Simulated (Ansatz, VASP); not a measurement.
Given: the input of a run of Ansatz 0.2.0 on Sn.

input.yaml

```yaml
crystal:
  lattice:
    - [0.0, 3.2547562903, 3.2547562903]
    - [3.2547562903, 0.0, 3.2547562903]
    - [3.2547562903, 3.2547562903, 0.0]
  atoms:
    - { symbol: Sn, position: [0.75, 0.75, 0.75] }
    - { symbol: Sn, position: [0.5, 0.5, 0.5] }
kpoints:
  mp_grid: { grid: [7, 7, 7] }
scf:
  occupations: { method: fermi_dirac, width: 0.05 }
hamiltonian:
  xc: pbesol
  pseudopotentials: { kind: all_electron, lapw: { basis_error: 0.0005 } }
output:
  forces: true
  stress: true
  eigenvalues: true
```

Potentials or basis: all-electron LAPW, scalar-relativistic.

The run is started by

```console
$ ansatz run input.yaml --threads 1 --pin off --max-ram 3072MiB --backend cpu --events-out ev --progress --plain --runs-dir out
```

Question: Translate it to VASP 6.6.1. Potentials there: VASP PAW PBE potentials, release 64 (Sn_d).

Answer: As run (the cutoff follows the program's own potentials):

The input INCAR:

```
PREC     = Accurate       # precision mode
ENCUT    = 520            # plane-wave cutoff, eV
EDIFF    = 1E-6           # SCF threshold, eV
ISMEAR   = -1             # smearing method
SIGMA    = 0.05           # smearing width, eV
LREAL    = F              # projectors in reciprocal space
LASPH    = T              # aspherical terms in the spheres
NELM     = 80             # most SCF steps
ALGO     = Fast           # electronic algorithm
ISIF     = 2              # what is computed and relaxed
LWAVE    = F              # write WAVECAR
LCHARG   = T              # write CHGCAR
GGA      = PS             # functional
LELF     = T              # ELF
LVHAR    = T            
NBANDS   = 21             # bands
```

KPOINTS

```
Automatic mesh
0
Gamma
  7 7 7
```

POSCAR

```
Sn
1.0
    0.0000000000      3.2547562903      3.2547562903
    3.2547562903      0.0000000000      3.2547562903
    3.2547562903      3.2547562903      0.0000000000
Sn
2
Direct
    0.7500000000      0.7500000000      0.7500000000
    0.5000000000      0.5000000000      0.5000000000
```

Potentials or basis: VASP PAW PBE potentials, release 64 (Sn_d).

Run with:

```console
$ cat potpaw_PBE.64/Sn_d/POTCAR > POTCAR
$ mpirun -np 1 vasp_std > vasp.out
```

Both were run:

|  | VASP | Ansatz | Ansatz less VASP |
| --- | --- | --- | --- |
| gap on the k mesh at the Fermi level (eV) | none | none | - |
| pressure (GPa) | 0.5 | 0.6 | +0.11 |

VASP's potentials were made for PBE, not for PBEsol. A gap of «none» marks a metal or a gap that the smearing closes. Ansatz ran all-electron here, and VASP with PAW potentials.
